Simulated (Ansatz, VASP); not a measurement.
Al in VASP and in Ansatz

```
CELL_PARAMETERS angstrom
2.70096 0.00000 0.00000
0.00000 2.70096 0.00000
0.00000 0.00000 2.70096
ATOMIC_POSITIONS crystal
Al 0.00000 0.00000 0.00000
```

Alike in both runs: functional PBEsol; k mesh 12 × 12 × 12; occupations fermi-dirac, width 0.1 eV; no spin polarisation.

Ansatz relaxed the structure, and its values are those at the end. VASP's run is a single point on that final structure, the one shown.

|  | VASP | Ansatz |
| --- | --- | --- |
| version | VASP 6.6.1 | Ansatz 0.2.0 |
| potentials or method | VASP PAW PBE potentials, release 64 (Al), cutoff 520 eV | plane waves (420 eV) with PAW, scalar-relativistic |
| valence electrons in the cell | 3 | 3 |

|  | VASP | Ansatz | Ansatz less VASP |
| --- | --- | --- | --- |
| pressure (GPa) | 0.1 | 0.0 | -0.07 |

VASP's potentials were made for PBE, not for PBEsol, and Ansatz warns of the same on its side.
